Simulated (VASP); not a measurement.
NaCl3:

```
CELL_PARAMETERS angstrom
5.52700 0.00000 0.00000
0.00000 5.52700 0.00000
0.00000 0.00000 5.52700
ATOMIC_POSITIONS crystal
Na 0.50000 0.50000 0.50000
Na 0.00000 0.00000 0.00000
Cl 0.50000 0.00000 0.75000
Cl 0.00000 0.25000 0.50000
Cl 0.00000 0.75000 0.50000
Cl 0.25000 0.50000 0.00000
Cl 0.50000 0.00000 0.25000
Cl 0.75000 0.50000 0.00000
```

* Program: VASP 6.6.1
* Task: relaxation of cell and atoms
* Functional: PBEsol
* Dispersion: D3(BJ)
* Potentials or basis: VASP PAW PBE potentials, release 64 (Na_pv, Cl)
* Cutoff: 600 eV
* k mesh: 6 × 6 × 6
* Occupations: methfessel-paxton, width 0.05 eV
* Spin: no spin polarisation

At the start: pressure -3.5 GPa; volume 21.10 Å³/atom.

Task: How do energy, volume and symmetry change on relaxing?

Result: Over 4 steps the energy falls by 27.2 meV/atom and the volume is 18.86 Å³/atom (-10.6 %); space group Pm-3n (No. 223, to 0.1 Å) before and after.

The path:
```csv
step,energy change (eV),largest force (eV/Å),pressure (GPa),volume (Å³)
1,0.0000,0.0000,-3.49,168.84
2,-0.1809,0.0000,-1.65,157.85
3,-0.2177,0.0000,-0.15,151.53
4,-0.2180,0.0000,0.01,150.91
```

Final structure:
```
Na Cl
1.0
     5.32405    0.00000    0.00000
     0.00000    5.32405    0.00000
     0.00000    0.00000    5.32405
Na Cl
2 6
Direct
  0.50000 0.50000 0.50000
  0.00000 0.00000 0.00000
  0.50000 0.00000 0.75000
  0.00000 0.25000 0.50000
  0.00000 0.75000 0.50000
  0.25000 0.50000 0.00000
  0.50000 0.00000 0.25000
  0.75000 0.50000 0.00000
```

Caveat: the PAW data sets were made with another functional, which shifts forces and pressure a little.
